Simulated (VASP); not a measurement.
# Ni (Cmce) in VASP: single point with r2SCAN

Aim: the single point of Ni with r2SCAN.

Everything below comes from runs of VASP 6.6.1. Logs are shortened: lines on timing, memory, paths and dates and some standing lists are left out, and cuts for length are marked.

### 1 The cell of the first run

It takes space group Cmce (No. 64, orthorhombic). The conventional cell has a = 2.764 Å, b = 8.769 Å, c = 3.658 Å, α = 90.00°, β = 90.00°, γ = 90.00°. Within 2.4 Å of Ni (site symmetry m) lie 3 Ni at 1.81 to 1.84 Å.

### 2 Single point, r2SCAN, collinear spin, ferromagnetic start

Contents of POSCAR:

```
Ni
1.0
    1.3821097241     -4.3843359827      0.0000000000
    1.3821097241      4.3843359827      0.0000000000
    0.0000000000      0.0000000000      3.6577888770
Ni
4
Direct
    0.0980000000      0.9020000000      0.9100000000
    0.5980000000      0.4020000000      0.5900000000
    0.9020000000      0.0980000000      0.0900000000
    0.4020000000      0.5980000000      0.4100000000
```

Contents of INCAR.step1:

```
  PREC = Accurate
  ENCUT = 520
  ISMEAR = 0
  SIGMA = 0.1
  LREAL = F
  LASPH = T
  NELM = 150
  ISPIN = 2
  MAGMOM = 2 2 2 2
  LMAXMIX = 4
  NBANDS = 32
  GGA = PE
  ALGO = Normal
  EDIFF = 1E-4
  LWAVE = T
  LCHARG = F
```

Contents of INCAR.step2:

```
  PREC = Accurate
  ENCUT = 520
  EDIFF = 1E-6
  ISMEAR = 0
  SIGMA = 0.1
  LREAL = F
  LASPH = T
  NELM = 150
  ALGO = Normal
  ISIF = 2
  LWAVE = F
  LCHARG = F
  ISPIN = 2
  MAGMOM = 2 2 2 2
  LORBIT = 11
  LMAXMIX = 4
  METAGGA = R2SCAN
  LMIXTAU = T
  NBANDS = 32
  ISTART = 1
```

Contents of KPOINTS:

```
regular mesh
0
Gamma
  6 6 6
```

Potentials or basis: VASP PAW PBE potentials, release 64 (Ni).

Run with:

```console
$ cat potpaw_PBE.64/Ni/POTCAR > POTCAR
$ cp INCAR.step1 INCAR
$ mpirun -np 1 vasp_std > vasp.out
$ cp INCAR.step2 INCAR
$ mpirun -np 1 vasp_std > vasp.out
```

OUTCAR:

```text
PREC = Accurate
   ENCUT = 520
   EDIFF = 1E-6
   ISMEAR = 0
   LREAL = F
   LASPH = T
   NELM = 150
   ISIF = 2
   ISPIN = 2
   LORBIT = 11
   METAGGA = R2SCAN
   ISTART = 1

 ion  position               nearest neighbor table
   1  0.098  0.902  0.910-   2 1.81   2 1.81   3 1.84   2 2.85   2 2.85   4 2.87   4 2.87   4 2.87
                             4 2.87   3 3.07   3 3.07
   2  0.598  0.402  0.590-   1 1.81   1 1.81   4 1.84   1 2.85   1 2.85   3 2.87   3 2.87   3 2.87
                             3 2.87   4 3.07   4 3.07
   3  0.902  0.098  0.090-   4 1.81   4 1.81   1 1.84   4 2.85   4 2.85   2 2.87   2 2.87   2 2.87
                             2 2.87   1 3.07   1 3.07
   4  0.402  0.598  0.410-   3 1.81   3 1.81   2 1.84   3 2.85   3 2.85   1 2.87   1 2.87   1 2.87
                             1 2.87   2 3.07   2 3.07

  LATTYP: Found a base centered orthorhombic cell.
 ALAT       =     2.7642194482
 B/A-ratio  =     3.1722054380
 C/A-ratio  =     1.3232628399

  Lattice vectors:

 A1 = (   1.3821097241,  -4.3843359827,   0.0000000000)
 A2 = (   1.3821097241,   4.3843359827,   0.0000000000)
 A3 = (   0.0000000000,   0.0000000000,   3.6577888770)

Analysis of symmetry for initial positions (statically):
=====================================================================
 Subroutine PRICEL returns:
 Original cell was already a primitive cell.

 Routine SETGRP: Setting up the symmetry group for a
 base centered orthorhombic supercell.

 Subroutine GETGRP returns: Found  8 space group operations
 (whereof  4 operations were pure point group operations)
 out of a pool of  8 trial point group operations.

The static configuration has the point symmetry C_2h.
 The point group associated with its full space group is D_2h.

Analysis of symmetry for dynamics (positions and initial velocities):
=====================================================================
 Subroutine PRICEL returns:
 Original cell was already a primitive cell.

 Routine SETGRP: Setting up the symmetry group for a
 base centered orthorhombic supercell.

 Subroutine GETGRP returns: Found  8 space group operations
 (whereof  4 operations were pure point group operations)
 out of a pool of  8 trial point group operations.

The dynamic configuration has the point symmetry C_2h.
 The point group associated with its full space group is D_2h.

Analysis of structural, dynamic, and magnetic symmetry:
=====================================================================
 Subroutine PRICEL returns:
[... 136 lines left out ...]
  Fermi-wavevector in a.u.,A,eV,Ry     =   1.581964  2.989478 34.050063  2.502609
  Thomas-Fermi vector in A             =   2.681959
   LORBIT       =     11    0 simple, 1 ext, 2 COOP (PROOUT), +10 PAW based schemes
   METAGGA = R2SCAN    functional components
   LHFCALC =     F    Hartree Fock is set to
   AEXX    =    0.0000 exact exchange contribution
   IVDW    =     0    specifies the selected vdW correction
   LEPSILON=     F    determine dielectric tensor
   LRPA    =     F    only Hartree local field effects (RPA)
 spin polarized calculation
 Gauss-broadening in eV      SIGMA  =   0.10
  energy-cutoff  :      520.00
  volume of cell :       44.33
 maximum number of plane-waves:      1210
 NGX is ok and might be reduce to    36
   NGX = 17   NGY = 17   NGZ = 13

 number of electron      40.0000003 magnetization       3.3469904

 Free energy of the ion-electron system (eV)
  ---------------------------------------------------
  ext. energy  EPLUGINS =         0.00000000
  ---------------------------------------------------
  free energy    TOTEN  =       -36.35632276 eV

  energy without entropy =      -36.33752689  energy(sigma->0) =      -36.34692482

 E-fermi :   9.6527     XC(G=0): -13.8123

 val. band max:        9.6510222006   @ k =  -0.3333   0.1667   0.3333
 cond. band min:       9.6590035574   @ k =   0.5000   0.5000   0.3333
 fundamental gap:      0.0079813568
 Fermi energy:         9.6527483737

 spin component 1

 k-point     1 :       0.0000    0.0000    0.0000
  band No.  band energies     occupation
      1       0.0256      1.00000
      2       2.3038      1.00000
      3       3.0106      1.00000
      4       3.3351      1.00000
      5       3.3682      1.00000
      6       3.4856      1.00000
[... 829 lines left out ...]
     31      25.6190      0.00000
     32      26.0783      0.00000

 [... further k-points ...]

 spin component 2

 k-point     1 :       0.0000    0.0000    0.0000
  band No.  band energies     occupation
      1       0.0255      1.00000
      2       3.0447      1.00000
      3       3.5636      1.00000
      4       4.2716      1.00000
      5       4.4028      1.00000
      6       4.6229      1.00000
[... 829 lines left out ...]
     31      25.9716      0.00000
     32      26.3877      0.00000

 [... further k-points ...]
[... 5 lines left out ...]
  --------------------------------------------------------------------------------------
  -------------------------------------------------------------------------------------
  Total       37.8687170     21.4750924     28.9223675      0.0000000     -0.0000000      0.0000000
  in kB     1368.6619486    776.1589011   1045.3204383      0.0000000     -0.0000000      0.0000000
  external PRESSURE =    1063.3804293 kB  Pullay stress =       0.0000000 kB

 VOLUME and BASIS-vectors are now :
 -----------------------------------------------------------------------------
  energy-cutoff  :      520.00
  volume of cell :       44.33
      direct lattice vectors                 reciprocal lattice vectors
     1.382109724 -4.384335983  0.000000000     0.361765778 -0.114042355  0.000000000
     1.382109724  4.384335983  0.000000000     0.361765778  0.114042355  0.000000000
     0.000000000  0.000000000  3.657788877     0.000000000  0.000000000  0.273389207

 POSITION                                       TOTAL-FORCE (eV/Angst)
 -----------------------------------------------------------------------------------
      1.38211      3.52501      3.32859         0.000000     -8.090916      8.921341
      1.38211     -0.85933      2.15810         0.000000     -8.090916     -8.921341
      1.38211     -3.52501      0.32920         0.000000      8.090916     -8.921341
      1.38211      0.85933      1.49969         0.000000      8.090916      8.921341
 -----------------------------------------------------------------------------------
    total drift:                                0.000000     -0.000000      0.000000

  FREE ENERGIE OF THE ION-ELECTRON SYSTEM (eV)
  ---------------------------------------------------
  free  energy   TOTEN  =       -36.3563227601 eV

  energy  without entropy=      -36.3375268877  energy(sigma->0) =      -36.34692482

 total charge

# of ion       s       p       d       tot
------------------------------------------
    1        0.696   0.682   8.665  10.043
    2        0.696   0.682   8.665  10.043
    3        0.696   0.682   8.665  10.043
    4        0.696   0.682   8.665  10.043
--------------------------------------------------
tot          2.786   2.726  34.660  40.172

 magnetization (x)

# of ion       s       p       d       tot
------------------------------------------
    1       -0.015  -0.007   0.818   0.796
    2       -0.015  -0.007   0.818   0.796
    3       -0.015  -0.007   0.818   0.796
    4       -0.015  -0.007   0.818   0.796
--------------------------------------------------
tot         -0.062  -0.028   3.273   3.184
```

OUTCAR.step1:

```text
PREC = Accurate
   ENCUT = 520
   ISMEAR = 0
   LREAL = F
[... 1939 lines left out ...]
      1.38211      3.52501      3.32859         0.000000     -8.377158      9.343017
      1.38211     -0.85933      2.15810         0.000000     -8.377158     -9.343017
      1.38211     -3.52501      0.32920         0.000000      8.377158     -9.343017
      1.38211      0.85933      1.49969         0.000000      8.377158      9.343017
 -----------------------------------------------------------------------------------
    total drift:                               -0.000000     -0.000000      0.000000

  FREE ENERGIE OF THE ION-ELECTRON SYSTEM (eV)
  ---------------------------------------------------
  free  energy   TOTEN  =        -9.9461738170 eV

  energy  without entropy=       -9.9181519890  energy(sigma->0) =       -9.93216290
```

OSZICAR.step1:

```text
N       E                     dE             d eps       ncg     rms          rms(c)
DAV:   1     0.277982786617E+03    0.27798E+03   -0.17571E+04  6736   0.184E+03
DAV:   2     0.892389063778E+01   -0.26906E+03   -0.25200E+03  6680   0.330E+02
DAV:   3    -0.108442454803E+02   -0.19768E+02   -0.19178E+02  7528   0.114E+02
DAV:   4    -0.111743794940E+02   -0.33013E+00   -0.32989E+00  7408   0.149E+01
DAV:   5    -0.111856698311E+02   -0.11290E-01   -0.11290E-01  9992   0.220E+00    0.305E+01
DAV:   6    -0.104345894861E+02    0.75108E+00   -0.78282E+00  7664   0.429E+01    0.159E+01
DAV:   7    -0.100750506907E+02    0.35954E+00   -0.26385E+00  7752   0.227E+01    0.838E+00
DAV:   8    -0.994426359070E+01    0.13079E+00   -0.24387E-01  8120   0.624E+00    0.214E+00
DAV:   9    -0.994642202362E+01   -0.21584E-02   -0.19661E-02  7088   0.141E+00    0.761E-01
DAV:  10    -0.994615329889E+01    0.26872E-03   -0.29199E-03  9440   0.527E-01    0.162E-01
DAV:  11    -0.994617381702E+01   -0.20518E-04   -0.60206E-04  7056   0.262E-01
   1 F= -.99461738E+01 E0= -.99321629E+01  d E =-.280218E-01  mag=     2.8294
```

It took 12 min on 1 thread of Oxide Virtual Turin-like, shared host; peak memory 0.25 GiB.

What came out:

```yaml
Free_energy: -36.3563 eV
Pressure: 106.3 GPa
Largest_force: 12.044 eV/Å
Net_moment: 3.35 μB per cell
Site_moments: Ni +0.80 μB
```

Forces on the atoms (eV/Å):
```
Ni   0.000 -8.091  8.921
Ni   0.000 -8.091 -8.921
Ni   0.000  8.091 -8.921
Ni   0.000  8.091  8.921
```

Caveat: the k points lie up to 0.40 Å⁻¹ apart; the PAW data sets were made with another functional, which shifts forces and pressure a little.
